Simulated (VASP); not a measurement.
# BaSb3F (R3m) in VASP: single point with PBE

Aim: the single point of BaSb3F with PBE.

Everything below comes from runs of VASP 6.6.1. Logs are shortened: lines on timing, memory, paths and dates and some standing lists are left out, and cuts for length are marked.

## Step 1: The cell of the first run

Symmetry: R3m, No. 160, trigonal system. The conventional cell has a = 7.194 Å, b = 7.194 Å, c = 8.848 Å, α = 90.00°, β = 90.00°, γ = 120.00°. Within 4.7 Å of Ba (site symmetry 3m) lie 12 Sb at 3.55 to 3.66 Å and 8 F at 4.34 to 4.51 Å. Within 3.4 Å of Sb (site symmetry m) lie 2 F at 2.54 to 2.55 Å. F (site symmetry 3m) has 6 Sb at 2.54 to 2.55 Å within 3.4 Å.

## Step 2: Single point, PBE

INCAR reads:

```
SYSTEM = BaSb3F
ALGO = Normal
EDIFF = 1E-6
ENCUT = 520
GGA = PE
ISIF = 2
ISMEAR = 0
LASPH = .True.
LCHARG = .False.
LREAL = .False.
LWAVE = .False.
NBANDS = 24
NELM = 100
PREC = Accurate
SIGMA = 0.1
```

KPOINTS reads:

```
k-points
0
Gamma
  3 3 3
  0 0 0
```

POSCAR reads:

```
BaSb3F
1.0
    3.5968623200      2.0766494300      2.9493995700
   -3.5968623200      2.0766494300      2.9493995700
    0.0000000000     -4.1532988600      2.9493995700
Ba Sb F
1 3 1
Direct
    0.0088520000      0.0088520000      0.0088520000
    0.5167999900      0.5167999900      0.0173090000
    0.5167999900      0.0173090000      0.5167999900
    0.0173090000      0.5167999900      0.5167999900
    0.5182390200      0.5182390200      0.5182390200
```

Potentials or basis: VASP PAW PBE potentials, release 64 (Ba_sv, Sb, F).

Run with:

```console
> cat potpaw_PBE.64/Ba_sv/POTCAR potpaw_PBE.64/Sb/POTCAR potpaw_PBE.64/F/POTCAR > POTCAR
> mpirun -np 1 vasp_std > vasp.out
```

OUTCAR:

```text
SYSTEM = BaSb3F
   EDIFF = 1E-6
   ENCUT = 520
   GGA = PE
   ISIF = 2
   ISMEAR = 0
   LASPH = .True.
   LREAL = .False.
   NELM = 100
   PREC = Accurate

 ion  position               nearest neighbor table
   1  0.009  0.009  0.009-   3 3.55   4 3.55   2 3.55   2 3.60   2 3.60   4 3.60   3 3.60   4 3.60
                             3 3.60   4 3.66   3 3.66   2 3.66
   2  0.517  0.517  0.017-   5 2.54   5 2.55   1 3.55   4 3.59   3 3.59   1 3.60   1 3.60   3 3.60
                             4 3.60   4 3.61   3 3.61   3 3.61   4 3.61   1 3.66
   3  0.517  0.017  0.517-   5 2.54   5 2.55   1 3.55   4 3.59   2 3.59   1 3.60   1 3.60   4 3.60
                             2 3.60   2 3.61   2 3.61   4 3.61   4 3.61   1 3.66
   4  0.017  0.517  0.517-   5 2.54   5 2.55   1 3.55   3 3.59   2 3.59   1 3.60   1 3.60   3 3.60
                             2 3.60   2 3.61   2 3.61   3 3.61   3 3.61   1 3.66
   5  0.518  0.518  0.518-   3 2.54   4 2.54   2 2.54   3 2.55   4 2.55   2 2.55

  LATTYP: Found a trigonal (rhomboedric) cell.
 ALAT       =     5.0940012984
 COS(alpha) =     0.0028522317

  Lattice vectors:

 A1 = (   3.5968623200,   2.0766494300,   2.9493995700)
 A2 = (  -3.5968623200,   2.0766494300,   2.9493995700)
 A3 = (   0.0000000000,  -4.1532988600,   2.9493995700)

Analysis of symmetry for initial positions (statically):
=====================================================================
 Subroutine PRICEL returns:
 Original cell was already a primitive cell.

 Routine SETGRP: Setting up the symmetry group for a
 trigonal (rhombohedral) supercell.

 Subroutine GETGRP returns: Found  6 space group operations
 (whereof  6 operations were pure point group operations)
 out of a pool of 12 trial point group operations.

The static configuration has the point symmetry C_3v.

Analysis of symmetry for dynamics (positions and initial velocities):
=====================================================================
 Subroutine PRICEL returns:
 Original cell was already a primitive cell.

 Routine SETGRP: Setting up the symmetry group for a
 trigonal (rhombohedral) supercell.

 Subroutine GETGRP returns: Found  6 space group operations
 (whereof  6 operations were pure point group operations)
 out of a pool of 12 trial point group operations.

The dynamic configuration has the point symmetry C_3v.

 Subroutine INISYM returns: Found  6 space group operations
 (whereof  6 operations are pure point group operations),
 and found     1 'primitive' translations
[... 82 lines left out ...]
   EDIFF  = 0.1E-05   stopping-criterion for ELM
   LREAL  =      F    real-space projection
   EDIFFG = 0.1E-04   stopping-criterion for IOM
   NSW    =      0    number of steps for IOM
   IBRION =     -1    ionic relax: 0-MD 1-quasi-New 2-CG
   NFREE  =      0    steps in history (QN), initial steepest desc. (CG)
   ISIF   =      2    stress and relaxation
   ISYM   =      2    0-nonsym 1-usesym 2-fastsym
   POTIM  = 0.5000    time-step for ionic-motion
   TEBEG  =    0.0;   TEEND  =   0.0 temperature during run
   PSTRESS=    0.0 pullay stress
   NELECT =      32.0000    total number of electrons
   NUPDOWN=      -1.0000    fix difference up-down
   EMIN   =  10.00;   EMAX   =-10.00  energy-range for DOS
   EFERMI =   0.00;   METHOD = LEGACY
   ISMEAR =     0;   SIGMA  =   0.10  broadening in eV -4-tet -1-fermi 0-gaus
   EFERMI_NEDOS =   21; number of points for ismear=-14 and -15
   IALGO  =     38    algorithm
   IMIX   =      4    mixing-type and parameters
     AMIX     =   0.40;   BMIX     =  1.00
     AMIX_MAG =   1.60;   BMIX_MAG =  1.00
  volume/ion in A,a.u.               =      26.44       178.40
  Fermi-wavevector in a.u.,A,eV,Ry     =   1.020315  1.928115 14.164241  1.041042
  Thomas-Fermi vector in A             =   2.153877
   LORBIT       =      0    0 simple, 1 ext, 2 COOP (PROOUT), +10 PAW based schemes
   GGA     = PE    functional components
   LHFCALC =     F    Hartree Fock is set to
   AEXX    =    0.0000 exact exchange contribution
   IVDW    =     0    specifies the selected vdW correction
   LEPSILON=     F    determine dielectric tensor
   LRPA    =     F    only Hartree local field effects (RPA)
 non-spin polarized calculation
 Gauss-broadening in eV      SIGMA  =   0.10
  energy-cutoff  :      520.00
  volume of cell :      132.18
 maximum number of plane-waves:      3599
 NGX is ok and might be reduce to    40
   NGX = 19   NGY = 19   NGZ = 19

 number of electron      31.9999981 magnetization

 Free energy of the ion-electron system (eV)
  ---------------------------------------------------
  ext. energy  EPLUGINS =         0.00000000
  ---------------------------------------------------
  free energy    TOTEN  =       -19.83055515 eV

  energy without entropy =      -19.81907453  energy(sigma->0) =      -19.82481484

 E-fermi :   6.2398     XC(G=0):  -9.7610

 val. band max:        6.1370712677   @ k =   0.0000   0.0000   0.0000
 cond. band min:       6.3334748162   @ k =  -0.3333   0.3333   0.0000
 fundamental gap:      0.1964035485
 Fermi energy:         6.2398321850

 k-point     1 :       0.0000    0.0000    0.0000
  band No.  band energies     occupation
      1     -21.4277      2.00000
      2     -18.7079      2.00000
      3      -6.7514      2.00000
      4      -6.7514      2.00000
      5      -6.7511      2.00000
      6      -4.3716      2.00000
[... 151 lines left out ...]
     23       9.8205      0.00000
     24      11.2385      0.00000

------------------------ aborting loop because EDIFF is reached ----------------------------------------

  FORCE on cell =-STRESS in cart. coord.  units (eV):
  Direction    XX          YY          ZZ          XY          YZ          ZX
  --------------------------------------------------------------------------------------
  -------------------------------------------------------------------------------------
  Total        1.3237359      1.3237359      1.2197373      0.0000000      0.0000000      0.0000000
  in kB       16.0450132     16.0450132     14.7844443      0.0000000      0.0000000      0.0000000
  external PRESSURE =      15.6248236 kB  Pullay stress =       0.0000000 kB

 VOLUME and BASIS-vectors are now :
 -----------------------------------------------------------------------------
  energy-cutoff  :      520.00
  volume of cell :      132.18
      direct lattice vectors                 reciprocal lattice vectors
     3.596862320  2.076649430  2.949399570     0.139010047  0.080257488  0.113017353
    -3.596862320  2.076649430  2.949399570    -0.139010047  0.080257488  0.113017353
     0.000000000 -4.153298860  2.949399570     0.000000000 -0.160514976  0.113017353

 POSITION                                       TOTAL-FORCE (eV/Angst)
 -----------------------------------------------------------------------------------
      0.00000      0.00000      0.07832         0.000000      0.000000      0.295850
      0.00000      2.07454      3.09955         0.000000     -0.061573     -0.080838
      1.79660     -1.03727      3.09955        -0.053323      0.030786     -0.080838
     -1.79660     -1.03727      3.09955         0.053323      0.030786     -0.080838
      0.00000      0.00000      4.58548         0.000000     -0.000000     -0.053337
 -----------------------------------------------------------------------------------
    total drift:                                0.000000      0.000001     -0.000417

  FREE ENERGIE OF THE ION-ELECTRON SYSTEM (eV)
  ---------------------------------------------------
  free  energy   TOTEN  =       -19.8305551491 eV

  energy  without entropy=      -19.8190745272  energy(sigma->0) =      -19.82481484
```

Wall time 27 s (1 thread of Intel Xeon 6975P-C, shared host); peak memory 0.24 GiB.

What came out:

| Property | Result |
| --- | --- |
| Free energy | -19.8306 eV |
| Pressure | 1.6 GPa |
| Largest force | 0.296 eV/Å |
| Band gap on the k mesh | zero (band 16 reaches 6.56 eV, above the bottom of band 17 at 5.24 eV) |

Forces on the atoms (eV/Å):
```
Ba   0.000  0.000  0.296
Sb   0.000 -0.062 -0.081
Sb  -0.053  0.031 -0.081
Sb   0.053  0.031 -0.081
F    0.000  0.000 -0.053
```

Levels at points of the mesh, in eV from the Fermi level:
| k point | band 12 | band 13 | band 14 | band 15 | band 16 | band 17 | band 18 | band 19 | band 20 | band 21 |
| --- | --- | --- | --- | --- | --- | --- | --- | --- | --- | --- |
| (0.00, 0.00, 0.00) | -1.74 | -1.71 | -1.71 | -0.15 | -0.15 | -0.10 | 1.89 | 1.89 | 2.25 | 2.26 |

Caveat: the k points lie up to 0.41 Å⁻¹ apart; spin-orbit coupling is left out, which moves the levels of the heavy elements.
